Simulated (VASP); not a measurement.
# MgH2 (Pbca) in VASP: notebook

Aim: see how the results for MgH2 move with the level of theory and the settings. Levels: PBE, r2SCAN. Tasks: single point.

All numbers are computed with VASP 6.6.1; they aren't measurements. Logs are shortened: lines on timing, memory, paths and dates and some standing lists are left out, and cuts for length are marked.

### 1 The cell of the first run

The structure is orthorhombic, space group Pbca (No. 61). The conventional cell has a = 4.742 Å, b = 9.294 Å, c = 4.869 Å, α = 90.00°, β = 90.00°, γ = 90.00°. Within 2.5 Å of Mg (site symmetry 1) lie 7 H at 1.90 to 2.16 Å. H (site symmetry 1) has 4 Mg at 1.99 to 2.16 Å and 8 H at 2.37 to 2.70 Å within 2.7 Å. H (site symmetry 1) has 3 Mg at 1.90 to 2.05 Å and 10 H at 2.38 to 2.78 Å within 2.8 Å.

### 2 Single point, PBE

Input file INCAR:

```
SYSTEM = MgH2
ALGO = Normal
EDIFF = 1E-7
ENCUT = 520
GGA = PE
ISIF = 2
ISMEAR = -1
LASPH = .True.
LCHARG = .False.
LREAL = Auto
LWAVE = .False.
NBANDS = 34
NELM = 60
PREC = Accurate
SIGMA = 0.02
```

Input file KPOINTS:

```
k-points
0
Gamma
  6 4 6
  0 0 0
```

Input file POSCAR:

```
MgH2
1.0
    4.7416114579      0.0000000000      0.0000000000
    0.0000000000      9.2944831291      0.0000000000
    0.0000000000      0.0000000000      4.8687647252
Mg H
8 16
Direct
    0.2738144730      0.1169564932      0.0304067019
    0.2261855270      0.8830435068      0.5304067019
    0.7261855270      0.6169564932      0.4695932981
    0.7738144730      0.1169564932      0.4695932981
    0.7738144730      0.3830435068      0.9695932981
    0.2738144730      0.3830435068      0.5304067019
    0.2261855270      0.6169564932      0.0304067019
    0.7261855270      0.8830435068      0.9695932981
    0.5128088180      0.4745045624      0.2422955611
    0.0128088180      0.4745045624      0.2577044389
    0.0128088180      0.0254954376      0.7577044389
    0.9871911820      0.5254954376      0.7422955611
    0.3390296020      0.7039203837      0.3786060877
    0.3390296020      0.7960796163      0.8786060877
    0.4871911820      0.9745045624      0.2577044389
    0.9871911820      0.9745045624      0.2422955611
    0.8390296020      0.7960796163      0.6213939123
    0.8390296020      0.7039203837      0.1213939123
    0.5128088180      0.0254954376      0.7422955611
    0.4871911820      0.5254954376      0.7577044389
    0.6609703980      0.2039203837      0.1213939123
    0.1609703980      0.2960796163      0.8786060877
    0.1609703980      0.2039203837      0.3786060877
    0.6609703980      0.2960796163      0.6213939123
```

Potentials or basis: VASP PAW PBE potentials, release 64 (Mg, H).

Started as:

```
> cat potpaw_PBE.64/Mg/POTCAR potpaw_PBE.64/H/POTCAR > POTCAR
> mpirun -np 1 vasp_std > vasp.out
```

OUTCAR:

```text
SYSTEM = MgH2
   EDIFF = 1E-7
   ENCUT = 520
   GGA = PE
   ISIF = 2
   ISMEAR = -1
   LASPH = .True.
   LREAL = Auto
   NELM = 60
   PREC = Accurate

 ion  position               nearest neighbor table
   1  0.274  0.117  0.030-  22 1.90  23 1.95  19 1.99  15 2.00  11 2.00  21 2.05  16 2.16   8 3.07
                             4 3.19   4 3.19   2 3.27   2 3.27   8 3.40   5 3.44   5 3.44   6 3.47
   2  0.226  0.883  0.530-  13 1.90  14 1.95  16 1.99  11 2.00  15 2.00  17 2.05  19 2.16   4 3.07
                             8 3.19   8 3.19   1 3.27   1 3.27   4 3.40   3 3.44   3 3.44   7 3.47
   3  0.726  0.617  0.470-  17 1.90  18 1.95  20 1.99   9 2.00  12 2.00  13 2.05  10 2.16   6 3.07
                             7 3.19   7 3.19   5 3.27   5 3.27   6 3.40   2 3.44   2 3.44   8 3.47
   4  0.774  0.117  0.470-  24 1.90  21 1.95  11 1.99  16 2.00  19 2.00  23 2.05  15 2.16   2 3.07
                             1 3.19   1 3.19   8 3.27   8 3.27   2 3.40   6 3.44   6 3.44   5 3.47
   5  0.774  0.383  0.970-  21 1.90  24 1.95  10 1.99  12 2.00   9 2.00  22 2.05  20 2.16   7 3.07
                             6 3.19   6 3.19   3 3.27   3 3.27   7 3.40   1 3.44   1 3.44   4 3.47
   6  0.274  0.383  0.530-  23 1.90  22 1.95   9 1.99  20 2.00  10 2.00  24 2.05  12 2.16   3 3.07
                             5 3.19   5 3.19   7 3.27   7 3.27   3 3.40   4 3.44   4 3.44   1 3.47
   7  0.226  0.617  0.030-  14 1.90  13 1.95  12 1.99  10 2.00  20 2.00  18 2.05   9 2.16   5 3.07
                             3 3.19   3 3.19   6 3.27   6 3.27   5 3.40   8 3.44   8 3.44   2 3.47
   8  0.726  0.883  0.970-  18 1.90  17 1.95  15 1.99  19 2.00  16 2.00  14 2.05  11 2.16   1 3.07
                             2 3.19   2 3.19   4 3.27   4 3.27   1 3.40   7 3.44   7 3.44   3 3.47
   9  0.513  0.475  0.242-   6 1.99   3 2.00   5 2.00   7 2.16
  10  0.013  0.475  0.258-   5 1.99   7 2.00   6 2.00   3 2.16
  11  0.013  0.025  0.758-   4 1.99   2 2.00   1 2.00   8 2.16
  12  0.987  0.525  0.742-   7 1.99   5 2.00   3 2.00   6 2.16
  13  0.339  0.704  0.379-   2 1.90   7 1.95   3 2.05
  14  0.339  0.796  0.879-   7 1.90   2 1.95   8 2.05
  15  0.487  0.975  0.258-   8 1.99   1 2.00   2 2.00   4 2.16
  16  0.987  0.975  0.242-   2 1.99   4 2.00   8 2.00   1 2.16
  17  0.839  0.796  0.621-   3 1.90   8 1.95   2 2.05
  18  0.839  0.704  0.121-   8 1.90   3 1.95   7 2.05
  19  0.513  0.025  0.742-   1 1.99   8 2.00   4 2.00   2 2.16
  20  0.487  0.525  0.758-   3 1.99   6 2.00   7 2.00   5 2.16
  21  0.661  0.204  0.121-   5 1.90   4 1.95   1 2.05
  22  0.161  0.296  0.879-   1 1.90   6 1.95   5 2.05
  23  0.161  0.204  0.379-   6 1.90   1 1.95   4 2.05
  24  0.661  0.296  0.621-   4 1.90   5 1.95   6 2.05

  LATTYP: Found a simple orthorhombic cell.
 ALAT       =     4.7416114579
 B/A-ratio  =     1.0268164670
 C/A-ratio  =     1.9601950121

  Lattice vectors:

 A1 = (  -4.7416114579,   0.0000000000,   0.0000000000)
 A2 = (   0.0000000000,   0.0000000000,   4.8687647252)
 A3 = (   0.0000000000,   9.2944831291,   0.0000000000)

Analysis of symmetry for initial positions (statically):
[... 187 lines left out ...]
   EFERMI_NEDOS =   21; number of points for ismear=-14 and -15
   IALGO  =     38    algorithm
   IMIX   =      4    mixing-type and parameters
     AMIX     =   0.40;   BMIX     =  1.00
     AMIX_MAG =   1.60;   BMIX_MAG =  1.00
  volume/ion in A,a.u.               =       8.94        60.33
  Fermi-wavevector in a.u.,A,eV,Ry     =   0.868163  1.640591 10.254817  0.753708
  Thomas-Fermi vector in A             =   1.986802
   LORBIT       =      0    0 simple, 1 ext, 2 COOP (PROOUT), +10 PAW based schemes
   GGA     = PE    functional components
   LHFCALC =     F    Hartree Fock is set to
   AEXX    =    0.0000 exact exchange contribution
   IVDW    =     0    specifies the selected vdW correction
   LEPSILON=     F    determine dielectric tensor
   LRPA    =     F    only Hartree local field effects (RPA)
 non-spin polarized calculation
  energy-cutoff  :      520.00
  volume of cell :      214.57
 maximum number of plane-waves:      5816
 NGX is ok and might be reduce to    36
   NGX = 17   NGY = 35   NGZ = 19

 number of electron      32.0000011 magnetization

 Free energy of the ion-electron system (eV)
  ---------------------------------------------------
  ext. energy  EPLUGINS =         0.00000000
  ---------------------------------------------------
  free energy    TOTEN  =       -69.58462173 eV

  energy without entropy =      -69.58462173  energy(sigma->0) =      -69.58462173

 E-fermi :   1.8073     XC(G=0):  -8.9819

 val. band max:        1.4038058028   @ k =   0.0000   0.0000   0.0000
 cond. band min:       3.4236927806   @ k =   0.0000   0.0000   0.0000
 fundamental gap:      2.0198869778
 Fermi energy:         1.8072723347

 k-point     1 :       0.0000    0.0000    0.0000
  band No.  band energies     occupation
      1      -7.0276      2.00000
      2      -5.8092      2.00000
      3      -5.0393      2.00000
      4      -2.6188      2.00000
      5      -2.3155      2.00000
      6      -2.1109      2.00000
[... 733 lines left out ...]
     27       7.8402      0.00000
     28       7.8402      0.00000

 [... further k-points ...]

 [bands above 28 left out]

------------------------ aborting loop because EDIFF is reached ----------------------------------------

  FORCE on cell =-STRESS in cart. coord.  units (eV):
  Direction    XX          YY          ZZ          XY          YZ          ZX
  --------------------------------------------------------------------------------------
  -------------------------------------------------------------------------------------
  Total        1.0274318      0.9076205      1.2377519      0.0000000      0.0000000      0.0000000
  in kB        7.6717347      6.7771155      9.2421753      0.0000000      0.0000000      0.0000000
  external PRESSURE =       7.8970085 kB  Pullay stress =       0.0000000 kB

 VOLUME and BASIS-vectors are now :
 -----------------------------------------------------------------------------
  energy-cutoff  :      520.00
  volume of cell :      214.57
      direct lattice vectors                 reciprocal lattice vectors
     4.741611458  0.000000000  0.000000000     0.210898765  0.000000000  0.000000000
     0.000000000  9.294483129  0.000000000     0.000000000  0.107590706  0.000000000
     0.000000000  0.000000000  4.868764725     0.000000000  0.000000000  0.205390906

 POSITION                                       TOTAL-FORCE (eV/Angst)
 -----------------------------------------------------------------------------------
      1.29832      1.08705      0.14804        -0.009024      0.012376     -0.015821
      1.07248      8.20743      2.58243         0.009024     -0.012376     -0.015821
      3.44329      5.73429      2.28634         0.009024      0.012376      0.015821
      3.66913      1.08705      2.28634        -0.009024      0.012376      0.015821
      3.66913      3.56019      4.72072        -0.009024     -0.012376      0.015821
      1.29832      3.56019      2.58243        -0.009024     -0.012376     -0.015821
[... 16 lines left out ...]
      0.76326      1.89533      1.84334         0.019188     -0.026157      0.020347
      3.13406      2.75191      3.02542         0.019188      0.026157     -0.020347
 -----------------------------------------------------------------------------------
    total drift:                                0.000000      0.000000     -0.000000

  FREE ENERGIE OF THE ION-ELECTRON SYSTEM (eV)
  ---------------------------------------------------
  free  energy   TOTEN  =       -69.5846217299 eV

  energy  without entropy=      -69.5846217298  energy(sigma->0) =      -69.58462173
```

OSZICAR:

```text
N       E                     dE             d eps       ncg     rms          rms(c)
DAV:   1     0.171211734069E+02    0.17121E+02   -0.10871E+04  3264   0.744E+02
DAV:   2    -0.687102471688E+02   -0.85831E+02   -0.79366E+02  3922   0.114E+02
DAV:   3    -0.744408417400E+02   -0.57306E+01   -0.56956E+01  4148   0.280E+01
DAV:   4    -0.744791376120E+02   -0.38296E-01   -0.38279E-01  3944   0.242E+00
DAV:   5    -0.744795322668E+02   -0.39465E-03   -0.39465E-03  3960   0.273E-01    0.128E+01
DAV:   6    -0.708889176815E+02    0.35906E+01   -0.18297E+00  3768   0.462E+00    0.664E+00
DAV:   7    -0.695611556396E+02    0.13278E+01   -0.27149E+00  3832   0.585E+00    0.950E-01
DAV:   8    -0.695862111167E+02   -0.25055E-01   -0.63279E-02  3660   0.101E+00    0.247E-01
DAV:   9    -0.695845692448E+02    0.16419E-02   -0.31380E-03  4184   0.206E-01    0.367E-02
DAV:  10    -0.695846233899E+02   -0.54145E-04   -0.16387E-04  3708   0.519E-02    0.215E-02
DAV:  11    -0.695846223012E+02    0.10887E-05   -0.25501E-05  3826   0.178E-02    0.616E-03
DAV:  12    -0.695846223041E+02   -0.28770E-08   -0.15662E-06  3880   0.633E-03    0.374E-03
DAV:  13    -0.695846216675E+02    0.63653E-06   -0.88615E-07  3752   0.371E-03    0.596E-04
DAV:  14    -0.695846217299E+02   -0.62310E-07   -0.46178E-08  1916   0.109E-03
   1 F= -.69584622E+02 E0= -.69584622E+02  d E =-.197294E-10
```

Wall time 4.2 min (1 thread of Intel Xeon 6975P-C (Granite Rapids), shared host); peak memory 0.4 GiB.

What came out:

- Free energy: -69.5846 eV
- Pressure: 0.8 GPa
- Largest force: 0.038 eV/Å
- Band gap on the k mesh: 2.02 eV

Forces in eV/Å, atoms in the order of the input:
```
Mg  -0.009  0.012 -0.016
Mg   0.009 -0.012 -0.016
Mg   0.009  0.012  0.016
Mg  -0.009  0.012  0.016
Mg  -0.009 -0.012  0.016
Mg  -0.009 -0.012 -0.016
Mg   0.009  0.012 -0.016
Mg   0.009 -0.012  0.016
H    0.005 -0.016 -0.012
H    0.005 -0.016  0.012
H    0.005  0.016  0.012
H   -0.005  0.016 -0.012
H   -0.019 -0.026  0.020
H   -0.019  0.026  0.020
H   -0.005 -0.016  0.012
H   -0.005 -0.016 -0.012
H   -0.019  0.026 -0.020
H   -0.019 -0.026 -0.020
H    0.005  0.016 -0.012
H   -0.005  0.016  0.012
H    0.019 -0.026 -0.020
H    0.019  0.026  0.020
H    0.019 -0.026  0.020
H    0.019  0.026 -0.020
```

### 3 Single point, PBE

This run uses another cell than the first one, of 9.09 Å³/atom.

Input file INCAR:

```
SYSTEM = MgH2
ALGO = Normal ; EDIFF = 1E-6
ENCUT = 520 ; GGA = PE
ISIF = 2 ; ISMEAR = -1
LASPH = .TRUE. ; LCHARG = .TRUE.
LELF = .TRUE. ; LREAL = Auto
LVHAR = .TRUE. ; LWAVE = .FALSE.
NBANDS = 34 ; NELM = 100
PREC = Accurate ; SIGMA = 0.02
```

Input file KPOINTS:

```
k-points
0
G
  6 4 6
  0 0 0
```

Input file POSCAR:

```
MgH2
1.0
    4.7725755099      0.0000000000      0.0000000000
    0.0000000000      9.3315087097      0.0000000000
    0.0000000000      0.0000000000      4.8990659919
Mg H
8 16
Direct
    0.2746928148      0.1171039820      0.0295892235
    0.2253071852      0.8828960180      0.5295892235
    0.7253071852      0.6171039820      0.4704107765
    0.7746928148      0.1171039820      0.4704107765
    0.7746928148      0.3828960180      0.9704107765
    0.2746928148      0.3828960180      0.5295892235
    0.2253071852      0.6171039820      0.0295892235
    0.7253071852      0.8828960180      0.9704107765
    0.5142020103      0.4735537305      0.2423066421
    0.0142020103      0.4735537305      0.2576933579
    0.0142020103      0.0264462695      0.7576933579
    0.9857979897      0.5264462695      0.7423066421
    0.3309339158      0.7016949585      0.3814671643
    0.3309339158      0.7983050415      0.8814671643
    0.4857979897      0.9735537305      0.2576933579
    0.9857979897      0.9735537305      0.2423066421
    0.8309339158      0.7983050415      0.6185328357
    0.8309339158      0.7016949585      0.1185328357
    0.5142020103      0.0264462695      0.7423066421
    0.4857979897      0.5264462695      0.7576933579
    0.6690660842      0.2016949585      0.1185328357
    0.1690660842      0.2983050415      0.8814671643
    0.1690660842      0.2016949585      0.3814671643
    0.6690660842      0.2983050415      0.6185328357
```

Potentials or basis: VASP PAW PBE potentials, release 64 (Mg, H).

Started as:

```
> cat potpaw_PBE.64/Mg/POTCAR potpaw_PBE.64/H/POTCAR > POTCAR
> mpirun -np 1 vasp_std > vasp.out
```

Run time: 3.6 min. Hardware: 1 thread of Intel Xeon 6975P-C (Granite Rapids), shared host; peak memory 0.4 GiB.

The run converged. Its results:

```yaml
Free_energy: -69.5995 eV
Pressure: -0.3 GPa
Largest_force: 0.005 eV/Å
Band_gap_on_the_k_mesh: 2.08 eV
```

Forces on the atoms (eV/Å):
```
Mg   0.001 -0.003  0.004
Mg  -0.001  0.003  0.004
Mg  -0.001 -0.003 -0.004
Mg   0.001 -0.003 -0.004
Mg   0.001  0.003 -0.004
Mg   0.001  0.003  0.004
Mg  -0.001 -0.003  0.004
Mg  -0.001  0.003 -0.004
H    0.001  0.000  0.000
H    0.001  0.000  0.000
H    0.001  0.000  0.000
H   -0.001  0.000  0.000
H    0.001  0.002 -0.001
H    0.001 -0.002 -0.001
H   -0.001  0.000  0.000
H   -0.001  0.000  0.000
H    0.001 -0.002  0.001
H    0.001  0.002  0.001
H    0.001  0.000  0.000
H   -0.001  0.000  0.000
H   -0.001  0.002  0.001
H   -0.001 -0.002 -0.001
H   -0.001  0.002 -0.001
H   -0.001 -0.002  0.001
```

Levels at points of the mesh, in eV from the valence-band top:
```csv
k point,band 13,band 14,band 15,band 16,band 17,band 18,band 19,band 20
"(0.00, 0.00, 0.00)",-1.72,-1.69,-0.13,0.00,2.08,2.36,2.79,3.19
"(0.50, 0.00, 0.00)",-1.50,-1.50,-1.22,-1.22,2.93,2.93,3.62,3.62
"(0.00, 0.50, 0.00)",-1.42,-1.42,-0.07,-0.07,2.66,2.66,2.95,2.95
"(0.50, 0.50, 0.00)",-1.12,-1.12,-1.12,-1.12,3.18,3.18,3.18,3.18
"(0.00, 0.00, 0.50)",-1.74,-1.74,-0.75,-0.75,3.03,3.03,3.52,3.52
"(0.50, 0.00, 0.50)",-1.47,-1.47,-1.47,-1.47,4.17,4.17,4.17,4.17
"(0.00, 0.50, 0.50)",-1.10,-1.10,-1.10,-1.10,4.00,4.00,4.00,4.00
"(0.50, 0.50, 0.50)",-2.18,-2.18,-2.18,-2.18,5.05,5.05,5.05,5.05
```

### 4 Single point, r2SCAN

Input file POSCAR:

```
MgH2
1.0
    4.7416114579      0.0000000000      0.0000000000
    0.0000000000      9.2944831291      0.0000000000
    0.0000000000      0.0000000000      4.8687647252
Mg H
8 16
Direct
    0.2738144730      0.1169564932      0.0304067019
    0.2261855270      0.8830435068      0.5304067019
    0.7261855270      0.6169564932      0.4695932981
    0.7738144730      0.1169564932      0.4695932981
    0.7738144730      0.3830435068      0.9695932981
    0.2738144730      0.3830435068      0.5304067019
    0.2261855270      0.6169564932      0.0304067019
    0.7261855270      0.8830435068      0.9695932981
    0.5128088180      0.4745045624      0.2422955611
    0.0128088180      0.4745045624      0.2577044389
    0.0128088180      0.0254954376      0.7577044389
    0.9871911820      0.5254954376      0.7422955611
    0.3390296020      0.7039203837      0.3786060877
    0.3390296020      0.7960796163      0.8786060877
    0.4871911820      0.9745045624      0.2577044389
    0.9871911820      0.9745045624      0.2422955611
    0.8390296020      0.7960796163      0.6213939123
    0.8390296020      0.7039203837      0.1213939123
    0.5128088180      0.0254954376      0.7422955611
    0.4871911820      0.5254954376      0.7577044389
    0.6609703980      0.2039203837      0.1213939123
    0.1609703980      0.2960796163      0.8786060877
    0.1609703980      0.2039203837      0.3786060877
    0.6609703980      0.2960796163      0.6213939123
```

Input file INCAR.step1:

```
  PREC = Accurate
  ENCUT = 520
  ISMEAR = -1
  SIGMA = 0.02
  LREAL = Auto
  LASPH = T
  NELM = 80
  NBANDS = 34
  GGA = PE
  ALGO = Normal
  EDIFF = 1E-4
  LWAVE = T
  LCHARG = F
```

Input file INCAR.step2:

```
  PREC = Accurate
  ENCUT = 520
  EDIFF = 1E-7
  ISMEAR = -1
  SIGMA = 0.02
  LREAL = Auto
  LASPH = T
  NELM = 80
  ALGO = Normal
  ISIF = 2
  LWAVE = F
  LCHARG = F
  METAGGA = R2SCAN
  LMIXTAU = T
  NBANDS = 34
  ISTART = 1
```

Input file KPOINTS:

```
regular mesh
0
Gamma
  6 4 6
```

Started as:

```
> cat potpaw_PBE.64/Mg/POTCAR potpaw_PBE.64/H/POTCAR > POTCAR
> cp INCAR.step1 INCAR
> mpirun -np 1 vasp_std > vasp.out
> cp INCAR.step2 INCAR
> mpirun -np 1 vasp_std > vasp.out
```

Wall time 11 min (1 thread of Intel Xeon 6975P-C (Granite Rapids), shared host); peak memory 0.45 GiB.

Results (log left out):

* Free energy: -93.7788 eV
* Pressure: -0.5 GPa
* Largest force: 0.011 eV/Å
* Band gap on the k mesh: 2.57 eV

Forces on the atoms (eV/Å):
```
Mg   0.007 -0.002  0.008
Mg  -0.007  0.002  0.008
Mg  -0.007 -0.002 -0.008
Mg   0.007 -0.002 -0.008
Mg   0.007  0.002 -0.008
Mg   0.007  0.002  0.008
Mg  -0.007 -0.002  0.008
Mg  -0.007  0.002 -0.008
H    0.002  0.002  0.000
H    0.002  0.002  0.000
H    0.002 -0.002  0.000
H   -0.002 -0.002  0.000
H    0.003  0.003 -0.004
H    0.003 -0.003 -0.004
H   -0.002  0.002  0.000
H   -0.002  0.002  0.000
H    0.003 -0.003  0.004
H    0.003  0.003  0.004
H    0.002 -0.002  0.000
H   -0.002 -0.002  0.000
H   -0.003  0.003  0.004
H   -0.003 -0.003 -0.004
H   -0.003  0.003 -0.004
H   -0.003 -0.003  0.004
```

Levels at points of the mesh, in eV from the valence-band top:
```
           k point  band 13  band 14  band 15  band 16  band 17  band 18  band 19  band 20
(0.00, 0.00, 0.00)    -1.71    -1.66    -0.09     0.00     2.57     3.00     3.45     3.65
(0.50, 0.00, 0.00)    -1.57    -1.57    -1.19    -1.19     3.62     3.62     4.31     4.31
(0.00, 0.50, 0.00)    -1.50    -1.50    -0.05    -0.05     3.16     3.16     3.56     3.56
(0.50, 0.50, 0.00)    -1.14    -1.14    -1.14    -1.14     3.84     3.84     3.84     3.84
(0.00, 0.00, 0.50)    -1.77    -1.77    -0.69    -0.69     3.64     3.64     4.12     4.12
(0.50, 0.00, 0.50)    -1.55    -1.55    -1.55    -1.55     4.84     4.84     4.84     4.84
(0.00, 0.50, 0.50)    -1.07    -1.07    -1.07    -1.07     4.60     4.60     4.60     4.60
(0.50, 0.50, 0.50)    -2.22    -2.22    -2.22    -2.22     5.72     5.72     5.72     5.72
```

Caveat: the PAW data sets were made with another functional, which shifts forces and pressure a little. A k mesh can miss the band edges.

### 5 The runs side by side

| level | cell | gap on the mesh (eV) | pressure (GPa) | largest force (eV/Å) |
| --- | --- | --- | --- | --- |
| PBE | a = 4.742, b = 9.294, c = 4.869 Å, 24 atoms, atomic positions A | 2.02 | 0.8 | 0.04 |
| PBE | a = 4.773, b = 9.332, c = 4.899 Å, 24 atoms, atomic positions B | 2.08 | -0.3 | - |
| r2SCAN | a = 4.742, b = 9.294, c = 4.869 Å, 24 atoms, atomic positions A | 2.57 | -0.5 | 0.01 |

Alike in all rows: task single point; potentials or basis VASP PAW PBE potentials, release 64 (Mg, H); no spin polarisation; k mesh 6 × 4 × 6; cutoff (eV) 520; smearing fermi-dirac 0.02 eV.

Caveats: the PAW data sets were made with another functional, which shifts forces and pressure a little (at least some runs).

Absolute energies hang on the potentials; compare differences alone.
